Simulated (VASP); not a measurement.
# Ir (P6_3/mmc) in VASP: a series of runs

The runs below take Ir through single point, relaxation of volume and atoms at fixed shape, with LDA.

Everything below comes from runs of VASP 6.6.1. Logs are shortened: lines on timing, memory, paths and dates and some standing lists are left out, and cuts for length are marked.

## 1. The cell of the first run

The structure is hexagonal, space group P6_3/mmc (No. 194). The conventional cell has a = 2.705 Å, b = 2.705 Å, c = 4.387 Å, α = 90.00°, β = 90.00°, γ = 120.00°. Within 3.6 Å of Ir (site symmetry -6m2) lie 12 Ir at 2.69 to 2.71 Å.

## 2. Single point, LDA

The input, INCAR:

```
SYSTEM = Ir
PREC     = Accurate       ! precision mode
ENCUT    = 520            ! plane-wave cutoff, eV
EDIFF    = 1E-6           ! SCF threshold, eV
ISMEAR   = 1              ! smearing method
SIGMA    = 0.05           ! smearing width, eV
LREAL    = .False.        ! projectors in reciprocal space
LASPH    = .True.         ! aspherical terms in the spheres
NELM     = 60             ! most SCF steps
ALGO     = Normal         ! electronic algorithm
ISIF     = 2              ! what is computed and relaxed
LWAVE    = .False.        ! write WAVECAR
LCHARG   = .False.        ! write CHGCAR
GGA      = CA             ! functional
NBANDS   = 16             ! bands
```

The input, KPOINTS:

```
regular mesh
0
Gamma
  19 19 11
  0 0 0
```

The input, POSCAR:

```
Ir
1.0
    2.7050118347      0.0000000000      0.0000000000
   -1.3525059173      2.3426089664      0.0000000000
    0.0000000000      0.0000000000      4.3870918050
Ir
2
Direct
    0.6666666667      0.3333333333      0.7500000000
    0.3333333333      0.6666666667      0.2500000000
```

Potentials or basis: VASP PAW LDA potentials, release 64 (Ir).

Started as:

```bash
$ cat potpaw_LDA.64/Ir/POTCAR > POTCAR
$ mpirun -np 1 vasp_std > vasp.out
```

OUTCAR:

```text
SYSTEM = Ir
   PREC = Accurate
   ENCUT = 520
   EDIFF = 1E-6
   ISMEAR = 1
   LREAL = .False.
   LASPH = .True.
   NELM = 60
   ISIF = 2
   GGA = CA

 ion  position               nearest neighbor table
   1  0.667  0.333  0.750-   2 2.69   2 2.69   2 2.69   2 2.69   2 2.69   2 2.69
   2  0.333  0.667  0.250-   1 2.69   1 2.69   1 2.69   1 2.69   1 2.69   1 2.69

  LATTYP: Found a hexagonal cell.
 ALAT       =     2.7050118347
 C/A-ratio  =     1.6218383035

  Lattice vectors:

 A1 = (   2.7050118347,   0.0000000000,   0.0000000000)
 A2 = (  -1.3525059173,   2.3426089664,   0.0000000000)
 A3 = (   0.0000000000,   0.0000000000,   4.3870918050)

Analysis of symmetry for initial positions (statically):
=====================================================================
 Subroutine PRICEL returns:
 Original cell was already a primitive cell.

 Routine SETGRP: Setting up the symmetry group for a
 hexagonal supercell.

 Subroutine GETGRP returns: Found 24 space group operations
 (whereof 12 operations were pure point group operations)
 out of a pool of 24 trial point group operations.

The static configuration has the point symmetry D_3d.
 The point group associated with its full space group is D_6h.

Analysis of symmetry for dynamics (positions and initial velocities):
=====================================================================
 Subroutine PRICEL returns:
 Original cell was already a primitive cell.

 Routine SETGRP: Setting up the symmetry group for a
 hexagonal supercell.

 Subroutine GETGRP returns: Found 24 space group operations
 (whereof 12 operations were pure point group operations)
 out of a pool of 24 trial point group operations.

The dynamic configuration has the point symmetry D_3d.
 The point group associated with its full space group is D_6h.

 Subroutine INISYM returns: Found 24 space group operations
 (whereof 12 operations are pure point group operations),
 and found     1 'primitive' translations

----------------------------------------------------------------------------------------

                                     Primitive cell

  volume of cell :      27.8001

  direct lattice vectors                    reciprocal lattice vectors
     2.705011835  0.000000000  0.000000000     0.369684150  0.213437243  0.000000000
    -1.352505917  2.342608966  0.000000000     0.000000000  0.426874487  0.000000000
     0.000000000  0.000000000  4.387091805     0.000000000  0.000000000  0.227941435

  length of vectors
     2.705011835  2.705011835  4.387091805     0.426874487  0.426874487  0.227941435
[... 77 lines left out ...]
   LSORBIT =      F    spin-orbit coupling
   LASPH  =      T    aspherical Exc in radial PAW
   ENCUT  =  520.0 eV  38.22 Ry    6.18 a.u.   5.03  5.03  8.16*2*pi/ulx,y,z
   NELM   =     60;   NELMIN=  2; NELMDL= -5     # of ELM steps
   EDIFF  = 0.1E-05   stopping-criterion for ELM
   LREAL  =      F    real-space projection
   EDIFFG = 0.1E-04   stopping-criterion for IOM
   NSW    =      0    number of steps for IOM
   IBRION =     -1    ionic relax: 0-MD 1-quasi-New 2-CG
   NFREE  =      0    steps in history (QN), initial steepest desc. (CG)
   ISIF   =      2    stress and relaxation
   ISYM   =      2    0-nonsym 1-usesym 2-fastsym
   POTIM  = 0.5000    time-step for ionic-motion
   TEBEG  =    0.0;   TEEND  =   0.0 temperature during run
   PSTRESS=    0.0 pullay stress
   NELECT =      18.0000    total number of electrons
   NUPDOWN=      -1.0000    fix difference up-down
   EMIN   =  10.00;   EMAX   =-10.00  energy-range for DOS
   EFERMI =   0.00;   METHOD = LEGACY
   ISMEAR =     1;   SIGMA  =   0.05  broadening in eV -4-tet -1-fermi 0-gaus
   EFERMI_NEDOS =   21; number of points for ismear=-14 and -15
   IALGO  =     38    algorithm
   IMIX   =      4    mixing-type and parameters
     AMIX     =   0.40;   BMIX     =  1.00
     AMIX_MAG =   1.60;   BMIX_MAG =  1.00
  volume/ion in A,a.u.               =      13.90        93.80
  Fermi-wavevector in a.u.,A,eV,Ry     =   1.416284  2.676389 27.291398  2.005861
  Thomas-Fermi vector in A             =   2.537635
   LORBIT       =      0    0 simple, 1 ext, 2 COOP (PROOUT), +10 PAW based schemes
   GGA     = CA    functional components
   LHFCALC =     F    Hartree Fock is set to
   AEXX    =    0.0000 exact exchange contribution
   IVDW    =     0    specifies the selected vdW correction
   LEPSILON=     F    determine dielectric tensor
   LRPA    =     F    only Hartree local field effects (RPA)
 non-spin polarized calculation
 Methfessel and Paxton  Order N= 1 SIGMA  =   0.05
  energy-cutoff  :      520.00
  volume of cell :       27.80
 maximum number of plane-waves:       770
 NGX is ok and might be reduce to    20
   NGX =  9   NGY =  9   NGZ = 17

 number of electron      18.0000001 magnetization

 Free energy of the ion-electron system (eV)
  ---------------------------------------------------
  ext. energy  EPLUGINS =         0.00000000
  ---------------------------------------------------
  free energy    TOTEN  =       -20.48977489 eV

  energy without entropy =      -20.48959020  energy(sigma->0) =      -20.48971333

 E-fermi :  10.7620     XC(G=0): -14.2401

 val. band max:       10.7603204224   @ k =   0.3684   0.1579   0.1818
 cond. band min:      10.7657084236   @ k =   0.3158   0.2105   0.3636
 fundamental gap:      0.0053880013
 Fermi energy:        10.7619944039

 k-point     1 :       0.0000    0.0000    0.0000
  band No.  band energies     occupation
      1      -0.6729      2.00000
      2       2.3430      2.00000
      3       6.6584      2.00000
      4       6.7612      2.00000
      5       6.7612      2.00000
      6       7.4443      2.00000
[... 433 lines left out ...]
      3       4.1180      2.00000
      4       5.9725      2.00000
      5       6.4382      2.00000
      6       7.2315      2.00000
[... 8 lines left out ...]
     15      22.4079      0.00000
     16      25.5145      0.00000

 [... further k-points ...]
[... 5 lines left out ...]
  --------------------------------------------------------------------------------------
  -------------------------------------------------------------------------------------
  Total        0.3536221      0.3536221      0.6513695      0.0000000     -0.0000000      0.0000000
  in kB       20.3800063     20.3800063     37.5398324      0.0000000     -0.0000000      0.0000000
  external PRESSURE =      26.0999484 kB  Pullay stress =       0.0000000 kB

 VOLUME and BASIS-vectors are now :
 -----------------------------------------------------------------------------
  energy-cutoff  :      520.00
  volume of cell :       27.80
      direct lattice vectors                 reciprocal lattice vectors
     2.705011835  0.000000000  0.000000000     0.369684150  0.213437243  0.000000000
    -1.352505917  2.342608966  0.000000000     0.000000000  0.426874487  0.000000000
     0.000000000  0.000000000  4.387091805     0.000000000  0.000000000  0.227941435

 POSITION                                       TOTAL-FORCE (eV/Angst)
 -----------------------------------------------------------------------------------
      1.35251      0.78087      3.29032         0.000000     -0.000000      0.000000
     -0.00000      1.56174      1.09677        -0.000000      0.000000      0.000000
 -----------------------------------------------------------------------------------
    total drift:                               -0.000000      0.000000     -0.000000

  FREE ENERGIE OF THE ION-ELECTRON SYSTEM (eV)
  ---------------------------------------------------
  free  energy   TOTEN  =       -20.4897748927 eV

  energy  without entropy=      -20.4895902023  energy(sigma->0) =      -20.48971333
```

OSZICAR:

```text
N       E                     dE             d eps       ncg     rms          rms(c)
DAV:   1     0.144602158501E+03    0.14460E+03   -0.84737E+03  7680   0.114E+03
DAV:   2    -0.177429669904E+02   -0.16235E+03   -0.14567E+03  7680   0.311E+02
DAV:   3    -0.216311472479E+02   -0.38882E+01   -0.38296E+01 10616   0.585E+01
DAV:   4    -0.216754455217E+02   -0.44298E-01   -0.44288E-01  8592   0.524E+00
DAV:   5    -0.216767765299E+02   -0.13310E-02   -0.13310E-02 10936   0.947E-01    0.239E+01
DAV:   6    -0.206906444038E+02    0.98613E+00   -0.11868E+00  9856   0.144E+01    0.971E+00
DAV:   7    -0.205040158256E+02    0.18663E+00   -0.35285E-01 10624   0.733E+00    0.211E+00
DAV:   8    -0.204962169243E+02    0.77989E-02   -0.56267E-03  8704   0.694E-01    0.131E+00
DAV:   9    -0.204897942067E+02    0.64227E-02   -0.54081E-03 10192   0.984E-01    0.519E-02
DAV:  10    -0.204897843088E+02    0.98980E-05   -0.42114E-05 11632   0.638E-02    0.490E-02
DAV:  11    -0.204897748945E+02    0.94143E-05   -0.92865E-06 10008   0.346E-02    0.223E-03
DAV:  12    -0.204897748927E+02    0.17728E-08   -0.99601E-08  6696   0.264E-03
   1 F= -.20489775E+02 E0= -.20489713E+02  d E =-.184690E-03
```

stdout:

```text
POSCAR found type information on POSCAR Ir
 POSCAR found :  1 types and       2 ions
 scaLAPACK will be used
 LDA part: xc-table for (Slater(with rela. corr.)+CA(PZ))
 , standard interpolation
 POSCAR, INCAR and KPOINTS ok, starting setup
 FFT: planning ... GRIDC
 FFT: planning ... GRID_SOFT
 FFT: planning ... GRID
 WAVECAR not read
 entering main loop
```

It took 94 s on 1 thread of AMD EPYC 9R45 (Zen 5), shared host; peak memory 0.17 GiB.

Results:

| Quantity | Value |
| --- | --- |
| Free energy | -20.4898 eV |
| Pressure | 2.6 GPa |
| Band gap on the k mesh | zero (band 9 reaches 11.77 eV, above the bottom of band 10 at 8.24 eV) |

Stress tensor (GPa, compression positive):
```
2.04 0.00 0.00
0.00 2.04 0.00
0.00 0.00 3.75
```

Caveat: spin-orbit coupling is left out, which moves the levels of the heavy elements.

## 3. Relaxation of volume and atoms at fixed shape, LDA

This run uses another cell than the first one, of 14.63 Å³/atom, 1.052 times its volume.

The input, INCAR:

```
SYSTEM = Ir
PREC = Accurate
ENCUT = 600
EDIFF = 1E-6
ISMEAR = 1
SIGMA = 0.05
LREAL = .FALSE.
LASPH = .TRUE.
NELM = 100
ALGO = Normal
ISIF = 8
LWAVE = .FALSE.
LCHARG = .FALSE.
IBRION = 2
NSW = 80
EDIFFG = -0.02
```

The input, KPOINTS:

```
regular mesh
0
G
  19 19 11
  0 0 0
```

The input, POSCAR:

```
Ir
1.0
    2.7513780000      0.0000000000      0.0000000000
   -1.3756890000      2.3827630000      0.0000000000
    0.0000000000      0.0000000000      4.4622900000
Ir
2
Direct
    0.6666666667      0.3333333333      0.7500000000
    0.3333333333      0.6666666667      0.2500000000
```

Potentials or basis: VASP PAW LDA potentials, release 64 (Ir).

Started as:

```bash
$ cat potpaw_LDA.64/Ir/POTCAR > POTCAR
$ mpirun -np 1 vasp_std > vasp.out
```

Run time: 4.7 min. Hardware: 1 thread of AMD EPYC 9R45 (Zen 5), shared host; peak memory 0.2 GiB.

Results (log left out):

```
Free energy                            : -20.4916 eV
Relaxed volume                         : 13.99 Å³/atom
Relaxed cell                           : a = 2.711 Å, b = 2.711 Å, c = 4.397 Å, α = 90.00°, β = 90.00°, γ = 120.00°
Space group after relaxing (to 0.05 Å) : P6_3/mmc (No. 194)
Energy gained by relaxing              : 32.9 meV/atom
Ionic steps                            : 5
Pressure after relaxing                : 0.0 GPa
Band gap on the k mesh                 : zero (band 9 reaches 11.64 eV, above the bottom of band 10 at 8.14 eV)
```

Stress tensor (GPa, compression positive):
```
-0.51  0.00  0.00
 0.00 -0.51  0.00
 0.00  0.00  1.10
```

Step by step:
| step | energy change (eV) | largest force (eV/Å) | pressure (GPa) | volume (Å³) |
| --- | --- | --- | --- | --- |
| 1 | 0.0000 | 0.0000 | -15.86 | 29.25 |
| 2 | 1.1788 | 0.0000 | 106.47 | 23.54 |
| 3 | -0.0653 | 0.0000 | -1.34 | 28.08 |
| 4 | -0.0657 | 0.0000 | -0.37 | 28.01 |
| 5 | -0.0657 | 0.0000 | 0.03 | 27.98 |

Final structure:
```yaml
crystal:
  lattice:
    - [2.71089, 0.00000, 0.00000]
    - [-1.35544, 2.34770, 0.00000]
    - [0.00000, 0.00000, 4.39662]
  atoms:
    - { symbol: Ir, position: [0.66667, 0.33333, 0.75000] }
    - { symbol: Ir, position: [0.33333, 0.66667, 0.25000] }
```

Levels at points of the mesh, in eV from the Fermi level:
```tsv
k point	band 6	band 7	band 8	band 9	band 10	band 11	band 12	band 13
(0.00, 0.00, 0.00)	-3.28	-3.28	-2.45	-2.45	-0.82	0.27	0.27	7.18
```

Caveat: spin-orbit coupling is left out, which moves the levels of the heavy elements.
